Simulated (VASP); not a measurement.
# Si (Fd-3m) in VASP: single point with PBEsol

Aim: the single point of Si with PBEsol.

Everything below comes from runs of VASP 6.6.1. Logs are shortened: lines on timing, memory, paths and dates and some standing lists are left out, and cuts for length are marked.

## 1. The cell of the first run

The structure is cubic, space group Fd-3m (No. 227). Conventional cell: a = 5.433 Å, b = 5.433 Å, c = 5.433 Å, α = 90.00°, β = 90.00°, γ = 90.00°. Within 3.1 Å of Si (site symmetry -43m) lie 4 Si at 2.35 Å.

## 2. Single point, PBEsol

The input, INCAR:

```
SYSTEM = Si
ALGO = Normal
EDIFF = 1E-7
ENCUT = 520
GGA = PS
ISIF = 2
ISMEAR = -1
LASPH = .True.
LCHARG = .False.
LREAL = Auto
LUSENCCL = .False.
LWAVE = .False.
NBANDS = 326
NELM = 60
PREC = Accurate
SIGMA = 0.05
```

The input, KPOINTS:

```
k-points
0
Gamma
  1 1 1
  0 0 0
```

The input, POSCAR:

```
Si
1.0
    0.0000000000     10.8655790000     10.8655790000
   10.8655790000      0.0000000000     10.8655790000
   10.8655790000     10.8655790000      0.0000000000
Si
128
Direct
    0.0000000000      0.0000000000      0.0000000000
    0.5000000000      0.0000000000      0.0000000000
    0.0000000000      0.5000000000      0.0000000000
    0.0000000000      0.0000000000      0.5000000000
    0.2500000000      0.2500000000      0.2500000000
    0.5000000000      0.5000000000      0.0000000000
[... 120 lines left out ...]
    0.0625000000      0.8125000000      0.8125000000
    0.5625000000      0.8125000000      0.8125000000
```

Potentials or basis: VASP PAW PBE potentials, release 64 (Si).

On the command line:

```
$ cat potpaw_PBE.64/Si/POTCAR > POTCAR
$ mpirun -np 1 vasp_gam > vasp.out
```

OUTCAR:

```text
SYSTEM = Si
   EDIFF = 1E-7
   ENCUT = 520
   GGA = PS
   ISIF = 2
   ISMEAR = -1
   LASPH = .True.
   LREAL = Auto
   NELM = 60
   PREC = Accurate

 ion  position               nearest neighbor table
   1  0.000  0.000  0.000-  17 2.35  55 2.35  85 2.35 114 2.35
   2  0.500  0.000  0.000-  18 2.35  59 2.35  88 2.35 113 2.35
   3  0.000  0.500  0.000-  19 2.35  61 2.35  81 2.35 119 2.35
   4  0.000  0.000  0.500-  20 2.35  49 2.35  93 2.35 120 2.35
   5  0.250  0.250  0.250-  21 2.35  50 2.35  82 2.35 115 2.35
   6  0.500  0.500  0.000-  22 2.35  63 2.35  83 2.35 116 2.35
[... 120 lines left out ...]
 127  0.063  0.813  0.813-  15 2.35  39 2.35  69 2.35 111 2.35
 128  0.563  0.813  0.813-  16 2.35  43 2.35  72 2.35 112 2.35

  LATTYP: Found a face centered cubic cell.
 ALAT       =    21.7311580000

  Lattice vectors:

 A1 = (   0.0000000000,  10.8655790000,  10.8655790000)
 A2 = (  10.8655790000,   0.0000000000,  10.8655790000)
 A3 = (  10.8655790000,  10.8655790000,   0.0000000000)

Analysis of symmetry for initial positions (statically):
=====================================================================
 Subroutine PRICEL returns following result:

  LATTYP: Found a face centered cubic cell.
 ALAT       =     5.4327895000

  Lattice vectors:

 A1 = (   0.0000000000,   2.7163947500,   2.7163947500)
 A2 = (   2.7163947500,   0.0000000000,   2.7163947500)
 A3 = (   2.7163947500,   2.7163947500,   0.0000000000)

  64 primitive cells build up your supercell.

 Routine SETGRP: Setting up the symmetry group for a
 face centered cubic supercell.

 Subroutine GETGRP returns: Found 48 space group operations
 (whereof 24 operations were pure point group operations)
 out of a pool of 48 trial point group operations.

The static configuration has the point symmetry T_d .
 The point group associated with its full space group is O_h .

Analysis of symmetry for dynamics (positions and initial velocities):
=====================================================================
 Subroutine PRICEL returns following result:

  LATTYP: Found a face centered cubic cell.
 ALAT       =     5.4327895000

  Lattice vectors:

 A1 = (   0.0000000000,   2.7163947500,   2.7163947500)
 A2 = (   2.7163947500,   0.0000000000,   2.7163947500)
 A3 = (   2.7163947500,   2.7163947500,   0.0000000000)

  64 primitive cells build up your supercell.

 Routine SETGRP: Setting up the symmetry group for a
 face centered cubic supercell.

 Subroutine GETGRP returns: Found 48 space group operations
 (whereof 24 operations were pure point group operations)
 out of a pool of 48 trial point group operations.

The dynamic configuration has the point symmetry T_d .
 The point group associated with its full space group is O_h .

 Subroutine INISYM returns: Found 48 space group operations
 (whereof 24 operations are pure point group operations),
 and found    64 'primitive' translations

----------------------------------------------------------------------------------------

                                     Primitive cell

  volume of cell :      40.0875

  direct lattice vectors                    reciprocal lattice vectors
     0.000000000  2.716394750  2.716394750    -0.184067503  0.184067503  0.184067503
     2.716394750  0.000000000  2.716394750     0.184067503 -0.184067503  0.184067503
     2.716394750  2.716394750  0.000000000     0.184067503  0.184067503 -0.184067503

  length of vectors
     3.841562296  3.841562296  3.841562296     0.318814268  0.318814268  0.318814268

  position of ions in fractional coordinates (direct lattice)
     0.000000000  0.000000000  0.000000000
     0.250000000  0.250000000  0.250000000

  ion indices of the primitive-cell ions
   primitive index   ion index
                 1           1
                 2          17

----------------------------------------------------------------------------------------

 KPOINTS: k-points

Automatic generation of k-mesh.
 Grid dimensions read from file:
 generate k-points for:    1    1    1

 Generating k-lattice:

  Cartesian coordinates                     Fractional coordinates (reciprocal lattice)
    -0.046016876  0.046016876  0.046016876     1.000000000  0.000000000  0.000000000
     0.046016876 -0.046016876  0.046016876     0.000000000  1.000000000  0.000000000
     0.046016876  0.046016876 -0.046016876     0.000000000  0.000000000  1.000000000

  Length of vectors
     0.079703567  0.079703567  0.079703567

  Shift w.r.t. Gamma in fractional coordinates (k-lattice)
     0.000000000  0.000000000  0.000000000

 Subroutine IBZKPT returns following result:
 ===========================================

 Found      1 irreducible k-points:

 Following reciprocal coordinates:
            Coordinates               Weight
  0.000000  0.000000  0.000000      1.000000
   k-points           NKPTS =      1   k-points in BZ     NKDIM =      1   number of bands    NBANDS=    326
   number of dos      NEDOS =    301   number of ions     NIONS =    128
   total plane-waves  NPLWV = ******
   dimension x,y,z NGX =   120 NGY =  120 NGZ =  120
   dimension x,y,z NGXF=   240 NGYF=  240 NGZF=  240
   ions per type =             128
   NGX,Y,Z   is equivalent  to a cutoff of  12.98, 12.98, 12.98 a.u.
   NGXF,Y,Z  is equivalent  to a cutoff of  25.97, 25.97, 25.97 a.u.
 SYSTEM =  Si
   PREC   = accura    normal or accurate (medium, high low for compatibility)
   ISTART =      0    job   : 0-new  1-cont  2-samecut
   ICHARG =      2    charge: 1-file 2-atom 10-const
   ISPIN  =      1    spin polarized calculation?
   LNONCOLLINEAR =      F non collinear calculations
   LSORBIT =      F    spin-orbit coupling
   LASPH  =      T    aspherical Exc in radial PAW
   ENCUT  =  520.0 eV  38.22 Ry    6.18 a.u.  28.57 28.57 28.57*2*pi/ulx,y,z
   NELM   =     60;   NELMIN=  2; NELMDL= -5     # of ELM steps
   EDIFF  = 0.1E-06   stopping-criterion for ELM
   LREAL  =      T    real-space projection
   EDIFFG = 0.1E-05   stopping-criterion for IOM
   NSW    =      0    number of steps for IOM
   IBRION =     -1    ionic relax: 0-MD 1-quasi-New 2-CG
   NFREE  =      0    steps in history (QN), initial steepest desc. (CG)
   ISIF   =      2    stress and relaxation
   ISYM   =      2    0-nonsym 1-usesym 2-fastsym
   POTIM  = 0.5000    time-step for ionic-motion
   TEBEG  =    0.0;   TEEND  =   0.0 temperature during run
   PSTRESS=    0.0 pullay stress
   NELECT =     512.0000    total number of electrons
   NUPDOWN=      -1.0000    fix difference up-down
   EMIN   =  10.00;   EMAX   =-10.00  energy-range for DOS
   EFERMI =   0.00;   METHOD = LEGACY
   ISMEAR =    -1;   SIGMA  =   0.05  broadening in eV -4-tet -1-fermi 0-gaus
   EFERMI_NEDOS =   21; number of points for ismear=-14 and -15
   IALGO  =     38    algorithm
   IMIX   =      4    mixing-type and parameters
     AMIX     =   0.40;   BMIX     =  1.00
     AMIX_MAG =   1.60;   BMIX_MAG =  1.00
  volume/ion in A,a.u.               =      20.04       135.26
  Fermi-wavevector in a.u.,A,eV,Ry     =   0.956684  1.807871 12.452660  0.915245
  Thomas-Fermi vector in A             =   2.085634
   LORBIT       =      0    0 simple, 1 ext, 2 COOP (PROOUT), +10 PAW based schemes
   GGA     = PS    functional components
   LHFCALC =     F    Hartree Fock is set to
   AEXX    =    0.0000 exact exchange contribution
   IVDW    =     0    specifies the selected vdW correction
   LEPSILON=     F    determine dielectric tensor
   LRPA    =     F    only Hartree local field effects (RPA)
 non-spin polarized calculation
  energy-cutoff  :      520.00
  volume of cell :     2565.60
 maximum number of plane-waves:     34545
 NGX is ok and might be reduce to   120
   NGX = 57   NGY = 57   NGZ = 57

 number of electron     512.0000031 magnetization

 Free energy of the ion-electron system (eV)
  ---------------------------------------------------
  ext. energy  EPLUGINS =         0.00000000
  ---------------------------------------------------
  free energy    TOTEN  =      -722.97108580 eV

  energy without entropy =     -722.95155678  energy(sigma->0) =     -722.96132129

 E-fermi :   6.0902     XC(G=0):  -9.5275

 val. band max:        5.8243529441   @ k =   0.0000   0.0000   0.0000
 cond. band min:       6.3908801639   @ k =   0.0000   0.0000   0.0000
 fundamental gap:      0.5665272198
 Fermi energy:         6.0902236308

 k-point     1 :       0.0000    0.0000    0.0000
  band No.  band energies     occupation
      1      -6.1695      2.00000
      2      -5.3663      2.00000
      3      -5.3663      2.00000
      4      -5.3663      2.00000
      5      -5.3663      2.00000
      6      -5.3663      2.00000
[... 260 lines left out ...]
    267       6.8369      0.00000
    268       6.8369      0.00000
 [bands above 268 left out]

------------------------ aborting loop because EDIFF is reached ----------------------------------------

  FORCE on cell =-STRESS in cart. coord.  units (eV):
  Direction    XX          YY          ZZ          XY          YZ          ZX
  --------------------------------------------------------------------------------------
  -------------------------------------------------------------------------------------
  Total       12.4153542     12.4153542     12.4153542      0.0000000      0.0000000      0.0000000
  in kB        7.7532016      7.7532016      7.7532016      0.0000000      0.0000000      0.0000000
  external PRESSURE =       7.7532016 kB  Pullay stress =       0.0000000 kB

 VOLUME and BASIS-vectors are now :
 -----------------------------------------------------------------------------
  energy-cutoff  :      520.00
  volume of cell :     2565.60
      direct lattice vectors                 reciprocal lattice vectors
     0.000000000 10.865579000 10.865579000    -0.046016876  0.046016876  0.046016876
    10.865579000  0.000000000 10.865579000     0.046016876 -0.046016876  0.046016876
    10.865579000 10.865579000  0.000000000     0.046016876  0.046016876 -0.046016876

 POSITION                                       TOTAL-FORCE (eV/Angst)
 -----------------------------------------------------------------------------------
      0.00000      0.00000      0.00000        -0.000000     -0.000000     -0.000000
      0.00000      5.43279      5.43279        -0.000000     -0.000000     -0.000000
      5.43279      0.00000      5.43279        -0.000000     -0.000000     -0.000000
      5.43279      5.43279      0.00000        -0.000000     -0.000000     -0.000000
      5.43279      5.43279      5.43279        -0.000000     -0.000000     -0.000000
      5.43279      5.43279     10.86558        -0.000000     -0.000000     -0.000000
[... 120 lines left out ...]
     17.65657      9.50738      9.50738        -0.000000      0.000000      0.000000
     17.65657     14.94017     14.94017        -0.000000      0.000000      0.000000
 -----------------------------------------------------------------------------------
    total drift:                               -0.000000     -0.000000     -0.000000

  FREE ENERGIE OF THE ION-ELECTRON SYSTEM (eV)
  ---------------------------------------------------
  free  energy   TOTEN  =      -722.9710858003 eV

  energy  without entropy=     -722.9515567753  energy(sigma->0) =     -722.96132129
```

It took 84 s on 1 × NVIDIA H100 80GB with 1 thread of AMD EPYC 7R13 (Zen 3), shared host; peak memory 2.7 GiB.

Results:

* Free energy: -722.9711 eV
* Pressure: 0.8 GPa
* Band gap on the k mesh: 0.57 eV

Caveat: the k points lie up to 0.50 Å⁻¹ apart; the PAW data sets were made with another functional, which shifts forces and pressure a little.
